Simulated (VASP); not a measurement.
# PtSe2 (P1) in VASP: single point with r2SCAN

Aim: the single point of PtSe2 with r2SCAN.

Everything below comes from runs of VASP 6.6.1. Logs are shortened: lines on timing, memory, paths and dates and some standing lists are left out, and cuts for length are marked.

### Step 1. The cell of the first run

The typed cell holds 12 atoms: a = 7.457 Å, b = 7.457 Å, c = 5.277 Å, α = 90.00°, β = 90.00°, γ = 120.00°.

### Step 2. Single point, r2SCAN

Contents of POSCAR:

```
PtSe2
1.0
    7.4573199301      0.0000000000      0.0000000000
   -3.7286599650      6.4582285036      0.0000000000
    0.0000000000      0.0000000000      5.2770333951
Pt Se
4 8
Direct
   -0.0052211715     -0.0035771419     -0.0138581651
   -0.0063952891      0.4878378023     -0.0035300137
    0.4959833113     -0.0048089039     -0.0070226958
    0.5033347063      0.5035213601      0.0037049225
    0.1699795407      0.3340821711      0.2460389963
    0.3576702641      0.1819464888      0.7548944079
    0.1769069427      0.8338509542      0.2432396962
    0.3426122882      0.6910988048      0.7525917883
    0.6665620308      0.3275021933      0.2627336036
    0.8190201257      0.1618782921      0.7772844500
    0.6555110018      0.8342735159      0.2456313809
    0.8421194087      0.6774301958      0.7687358969
```

Contents of INCAR.step1:

```
SYSTEM = PtSe2
PREC     = Accurate       ! precision mode
ENCUT    = 520            ! plane-wave cutoff, eV
ISMEAR   = -1             ! smearing method
SIGMA    = 0.112          ! smearing width, eV
LREAL    = .False.        ! projectors in reciprocal space
LASPH    = .True.         ! aspherical terms in the spheres
NELM     = 100            ! most SCF steps
NBANDS   = 56             ! bands
GGA      = PE             ! functional
ALGO     = Normal         ! electronic algorithm
EDIFF    = 1E-4           ! SCF threshold, eV
LWAVE    = .True.         ! write WAVECAR
LCHARG   = .False.        ! write CHGCAR
```

Contents of INCAR.step2:

```
SYSTEM = PtSe2
PREC     = Accurate       ! precision mode
ENCUT    = 520            ! plane-wave cutoff, eV
EDIFF    = 1E-6           ! SCF threshold, eV
ISMEAR   = -1             ! smearing method
SIGMA    = 0.112          ! smearing width, eV
LREAL    = .False.        ! projectors in reciprocal space
LASPH    = .True.         ! aspherical terms in the spheres
NELM     = 100            ! most SCF steps
ALGO     = Normal         ! electronic algorithm
ISIF     = 2              ! what is computed and relaxed
LWAVE    = .False.        ! write WAVECAR
LCHARG   = .True.         ! write CHGCAR
METAGGA  = R2SCAN         ! meta-GGA
LMIXTAU  = .True.       
LELF     = .True.         ! ELF
LVHAR    = .True.       
NBANDS   = 56             ! bands
ISTART   = 1
```

Contents of KPOINTS:

```
Automatic mesh
0
Gamma
  3 3 4
  0 0 0
```

Potentials or basis: VASP PAW PBE potentials, release 64 (Pt, Se).

Command:

```bash
$ cat potpaw_PBE.64/Pt/POTCAR potpaw_PBE.64/Se/POTCAR > POTCAR
$ cp INCAR.step1 INCAR
$ mpirun -np 1 vasp_std > vasp.out
$ cp INCAR.step2 INCAR
$ mpirun -np 1 vasp_std > vasp.out
```

OUTCAR:

```text
SYSTEM = PtSe2
   PREC = Accurate
   ENCUT = 520
   EDIFF = 1E-6
   ISMEAR = -1
   LREAL = .False.
   LASPH = .True.
   NELM = 100
   ISIF = 2
   METAGGA = R2SCAN
   ISTART = 1

 ion  position               nearest neighbor table
   1  0.995  0.996  0.986-  12 2.36  10 2.46   5 2.58  11 2.58   7 2.61   6 2.64
   2  0.994  0.488  0.996-  10 2.40   5 2.51  12 2.51   9 2.54   7 2.59   8 2.60
   3  0.496  0.995  0.993-   8 2.34  10 2.38   7 2.45   6 2.45  11 2.46   9 2.58
   4  0.503  0.504  0.004-   6 2.46  11 2.49   5 2.50  12 2.52   9 2.58   8 2.61
   5  0.170  0.334  0.246-   4 2.50   2 2.51   1 2.58
   6  0.358  0.182  0.755-   3 2.45   4 2.46   1 2.64
   7  0.177  0.834  0.243-   3 2.45   2 2.59   1 2.61
   8  0.343  0.691  0.753-   3 2.34   2 2.60   4 2.61
   9  0.667  0.328  0.263-   2 2.54   3 2.58   4 2.58
  10  0.819  0.162  0.777-   3 2.38   2 2.40   1 2.46
  11  0.656  0.834  0.246-   3 2.46   4 2.49   1 2.58
  12  0.842  0.677  0.769-   1 2.36   2 2.51   4 2.52

  LATTYP: Found a hexagonal cell.
 ALAT       =     7.4573199301
 C/A-ratio  =     0.7076313534

  Lattice vectors:

 A1 = (   7.4573199301,   0.0000000000,   0.0000000000)
 A2 = (  -3.7286599650,   6.4582285036,   0.0000000000)
 A3 = (   0.0000000000,   0.0000000000,   5.2770333951)

Analysis of symmetry for initial positions (statically):
=====================================================================
 Subroutine PRICEL returns:
 Original cell was already a primitive cell.

 Routine SETGRP: Setting up the symmetry group for a
 hexagonal supercell.

 Subroutine GETGRP returns: Found  1 space group operations
 (whereof  1 operations were pure point group operations)
 out of a pool of 24 trial point group operations.

The static configuration has the point symmetry C_1 .

Analysis of symmetry for dynamics (positions and initial velocities):
=====================================================================
 Subroutine PRICEL returns:
 Original cell was already a primitive cell.

 Routine SETGRP: Setting up the symmetry group for a
 hexagonal supercell.

 Subroutine GETGRP returns: Found  1 space group operations
 (whereof  1 operations were pure point group operations)
 out of a pool of 24 trial point group operations.

The dynamic configuration has the point symmetry C_1 .

 Subroutine INISYM returns: Found  1 space group operations
 (whereof  1 operations are pure point group operations),
 and found     1 'primitive' translations

----------------------------------------------------------------------------------------

                                     Primitive cell

  volume of cell :     254.1476

  direct lattice vectors                    reciprocal lattice vectors
     7.457319930  0.000000000  0.000000000     0.134096433  0.077420612  0.000000000
    -3.728659965  6.458228504  0.000000000     0.000000000  0.154841223  0.000000000
     0.000000000  0.000000000  5.277033395     0.000000000  0.000000000  0.189500412

  length of vectors
     7.457319930  7.457319930  5.277033395     0.154841223  0.154841223  0.189500412

  position of ions in fractional coordinates (direct lattice)
     0.994778829  0.996422858  0.986141835
     0.993604711  0.487837802  0.996469986
     0.495983311  0.995191096  0.992977304
     0.503334706  0.503521360  0.003704922
     0.169979541  0.334082171  0.246038996
     0.357670264  0.181946489  0.754894408
     0.176906943  0.833850954  0.243239696
     0.342612288  0.691098805  0.752591788
     0.666562031  0.327502193  0.262733604
     0.819020126  0.161878292  0.777284450
     0.655511002  0.834273516  0.245631381
     0.842119409  0.677430196  0.768735897

  ion indices of the primitive-cell ions
   primitive index   ion index
                 1           1
                 2           2
                 3           3
                 4           4
                 5           5
                 6           6
                 7           7
                 8           8
                 9           9
                10          10
                11          11
                12          12

----------------------------------------------------------------------------------------

 KPOINTS: Automatic mesh

Automatic generation of k-mesh.
 Grid dimensions read from file:
 generate k-points for:    3    3    4

 Generating k-lattice:

  Cartesian coordinates                     Fractional coordinates (reciprocal lattice)
     0.044698811  0.025806871  0.000000000     0.333333333  0.000000000  0.000000000
     0.000000000  0.051613741  0.000000000     0.000000000  0.333333333  0.000000000
     0.000000000  0.000000000  0.047375103     0.000000000  0.000000000  0.250000000

  Length of vectors
     0.051613741  0.051613741  0.047375103

  Shift w.r.t. Gamma in fractional coordinates (k-lattice)
     0.000000000  0.000000000  0.000000000

 Subroutine IBZKPT returns following result:
 ===========================================

 Found     19 irreducible k-points:

 Following reciprocal coordinates:
            Coordinates               Weight
  0.000000  0.000000  0.000000      1.000000
  0.333333  0.000000  0.000000      2.000000
  0.000000  0.333333  0.000000      2.000000
 -0.333333  0.333333  0.000000      2.000000
  0.333333  0.333333  0.000000      2.000000
  0.000000  0.000000  0.250000      2.000000
[... 11 lines left out ...]
 -0.333333  0.333333  0.500000      2.000000
  0.333333  0.333333  0.500000      2.000000
   k-points           NKPTS =     19   k-points in BZ     NKDIM =     19   number of bands    NBANDS=     56
   number of dos      NEDOS =    301   number of ions     NIONS =     12
   total plane-waves  NPLWV = 125440
   dimension x,y,z NGX =    56 NGY =   56 NGZ =   40
   dimension x,y,z NGXF=   112 NGYF=  112 NGZF=   80
   ions per type =               4   8
   NGX,Y,Z   is equivalent  to a cutoff of  12.48, 12.48, 12.60 a.u.
   NGXF,Y,Z  is equivalent  to a cutoff of  24.97, 24.97, 25.20 a.u.
 SYSTEM =  PtSe2
   PREC   = accura    normal or accurate (medium, high low for compatibility)
   ISTART =      1    job   : 0-new  1-cont  2-samecut
   ICHARG =      0    charge: 1-file 2-atom 10-const
   ISPIN  =      1    spin polarized calculation?
   LNONCOLLINEAR =      F non collinear calculations
   LSORBIT =      F    spin-orbit coupling
   LASPH  =      T    aspherical Exc in radial PAW
   ENCUT  =  520.0 eV  38.22 Ry    6.18 a.u.  13.87 13.87  9.81*2*pi/ulx,y,z
   NELM   =    100;   NELMIN=  2; NELMDL=  0     # of ELM steps
   EDIFF  = 0.1E-05   stopping-criterion for ELM
   LREAL  =      F    real-space projection
   EDIFFG = 0.1E-04   stopping-criterion for IOM
   NSW    =      0    number of steps for IOM
   IBRION =     -1    ionic relax: 0-MD 1-quasi-New 2-CG
   NFREE  =      0    steps in history (QN), initial steepest desc. (CG)
   ISIF   =      2    stress and relaxation
   ISYM   =      2    0-nonsym 1-usesym 2-fastsym
   POTIM  = 0.5000    time-step for ionic-motion
   TEBEG  =    0.0;   TEEND  =   0.0 temperature during run
   PSTRESS=    0.0 pullay stress
   NELECT =      88.0000    total number of electrons
   NUPDOWN=      -1.0000    fix difference up-down
   EMIN   =  10.00;   EMAX   =-10.00  energy-range for DOS
   EFERMI =   0.00;   METHOD = LEGACY
   ISMEAR =    -1;   SIGMA  =   0.11  broadening in eV -4-tet -1-fermi 0-gaus
   EFERMI_NEDOS =   21; number of points for ismear=-14 and -15
   IALGO  =     38    algorithm
   IMIX   =      4    mixing-type and parameters
     AMIX     =   0.40;   BMIX     =  1.00
     AMIX_MAG =   1.60;   BMIX_MAG =  1.00
  volume/ion in A,a.u.               =      21.18       142.92
  Fermi-wavevector in a.u.,A,eV,Ry     =   1.149583  2.172397 17.980662  1.321541
  Thomas-Fermi vector in A             =   2.286252
   LORBIT       =      0    0 simple, 1 ext, 2 COOP (PROOUT), +10 PAW based schemes
   METAGGA = R2SCAN    functional components
   LHFCALC =     F    Hartree Fock is set to
   AEXX    =    0.0000 exact exchange contribution
   IVDW    =     0    specifies the selected vdW correction
   LEPSILON=     F    determine dielectric tensor
   LRPA    =     F    only Hartree local field effects (RPA)
 non-spin polarized calculation
  energy-cutoff  :      520.00
  volume of cell :      254.15
 maximum number of plane-waves:      6858
   NGX = 27   NGY = 27   NGZ = 19

 number of electron      87.9999999 magnetization

 Free energy of the ion-electron system (eV)
  ---------------------------------------------------
  ext. energy  EPLUGINS =         0.00000000
  ---------------------------------------------------
  free energy    TOTEN  =      -325.09508016 eV

  energy without entropy =     -325.01713625  energy(sigma->0) =     -325.05610820

 E-fermi :   5.7245     XC(G=0): -10.9869

 val. band max:        5.5866323626   @ k =  -0.3333  -0.0000   0.2500
 cond. band min:       5.7852998548   @ k =   0.3333   0.3333   0.0000
 fundamental gap:      0.1986674922
 Fermi energy:         5.7245398577

 k-point     1 :       0.0000    0.0000    0.0000
  band No.  band energies     occupation
      1     -10.3785      2.00000
      2      -8.7722      2.00000
      3      -8.6355      2.00000
      4      -8.5345      2.00000
      5      -8.4514      2.00000
      6      -8.2434      2.00000
[... 48 lines left out ...]
     55      10.5243      0.00000
     56      10.6144      0.00000

 k-point     2 :       0.3333    0.0000    0.0000
  band No.  band energies     occupation
      1     -10.0907      2.00000
      2      -9.2698      2.00000
      3      -8.7907      2.00000
      4      -8.7013      2.00000
      5      -8.2505      2.00000
      6      -8.1184      2.00000
[... 48 lines left out ...]
     55      10.7929      0.00000
     56      11.3370      0.00000

 k-point     3 :       0.0000    0.3333    0.0000
  band No.  band energies     occupation
      1     -10.0815      2.00000
      2      -9.2813      2.00000
      3      -8.7633      2.00000
      4      -8.6767      2.00000
      5      -8.3000      2.00000
      6      -8.1448      2.00000
[... 877 lines left out ...]
 k-point    18 :      -0.3333    0.3333    0.5000
  band No.  band energies     occupation
      1      -9.6900      2.00000
      2      -8.9836      2.00000
      3      -8.6941      2.00000
      4      -8.5760      2.00000
      5      -8.5033      2.00000
      6      -8.3873      2.00000
[... 48 lines left out ...]
     55      11.1098      0.00000
     56      11.3742      0.00000

 k-point    19 :       0.3333    0.3333    0.5000
  band No.  band energies     occupation
      1      -9.4046      2.00000
      2      -9.0626      2.00000
      3      -8.9586      2.00000
      4      -8.5545      2.00000
      5      -8.4839      2.00000
      6      -8.4251      2.00000
[... 48 lines left out ...]
     55      11.4356      0.00000
     56      12.3524      0.00000

------------------------ aborting loop because EDIFF is reached ----------------------------------------

  FORCE on cell =-STRESS in cart. coord.  units (eV):
  Direction    XX          YY          ZZ          XY          YZ          ZX
  --------------------------------------------------------------------------------------
  -------------------------------------------------------------------------------------
  Total        4.5500355      8.5762110      5.4523314      0.3858450      3.7444150     -0.4666184
  in kB       28.6839756     54.0654739     34.3721581      2.4324139     23.6052459     -2.9416189
  external PRESSURE =      39.0405359 kB  Pullay stress =       0.0000000 kB

 VOLUME and BASIS-vectors are now :
 -----------------------------------------------------------------------------
  energy-cutoff  :      520.00
  volume of cell :      254.15
      direct lattice vectors                 reciprocal lattice vectors
     7.457319930  0.000000000  0.000000000     0.134096433  0.077420612  0.000000000
    -3.728659965  6.458228504  0.000000000     0.000000000  0.154841223  0.000000000
     0.000000000  0.000000000  5.277033395     0.000000000  0.000000000  0.189500412

 POSITION                                       TOTAL-FORCE (eV/Angst)
 -----------------------------------------------------------------------------------
      3.70306      6.43513      5.20390         0.800869      1.143530      1.817235
      5.59065      3.15057      5.25841         0.118507      1.558537      0.892100
     -0.01202      6.42717      5.23997        -0.413085      1.362944      1.937964
      1.87607      3.25186      0.01955        -0.004150      0.198684      0.096340
      0.02191      2.15758      1.29836        -0.127907     -0.339200     -0.281819
      1.98885      1.17505      3.98360        -1.149018     -0.350262     -0.477282
     -1.78990      5.38520      1.28358        -1.047128     -0.323368     -0.075884
     -0.02190      4.46327      3.97145         0.213695     -2.349321     -0.834506
      3.74962      2.11508      1.38645        -0.125062      0.262560     -0.448127
      5.50411      1.04545      4.10176         1.095049      0.251804     -1.870038
      1.77763      5.38793      1.29620         0.865656     -0.080361      0.216672
      3.75405      4.37500      4.05664        -0.227426     -1.335548     -0.972655
 -----------------------------------------------------------------------------------
    total drift:                                0.000086      0.000185      0.000337

  FREE ENERGIE OF THE ION-ELECTRON SYSTEM (eV)
  ---------------------------------------------------
  free  energy   TOTEN  =      -325.0950801582 eV

  energy  without entropy=     -325.0171362458  energy(sigma->0) =     -325.05610820
```

Run time: 30 min. Hardware: 1 thread of Oxide Virtual Turin-like, shared host; peak memory 0.43 GiB.

Results:

```
Free energy            : -325.0951 eV
Pressure               : 3.9 GPa
Largest force          : 2.502 eV/Å
Band gap on the k mesh : zero (bands 44 and 45 overlap by 0.13 eV)
```

Forces in eV/Å, atoms in the order of the input:
```
Pt   0.801  1.144  1.817
Pt   0.119  1.559  0.892
Pt  -0.413  1.363  1.938
Pt  -0.004  0.199  0.096
Se  -0.128 -0.339 -0.282
Se  -1.149 -0.350 -0.477
Se  -1.047 -0.323 -0.076
Se   0.214 -2.349 -0.835
Se  -0.125  0.263 -0.448
Se   1.095  0.252 -1.870
Se   0.866 -0.080  0.217
Se  -0.227 -1.336 -0.973
```

Caveat: the cell stands under pressure; the PAW data sets were made with another functional, which shifts forces and pressure a little; spin-orbit coupling is left out, which moves the levels of the heavy elements.

The gap in the log of VASP goes by the Fermi energy; the results here count the filled bands.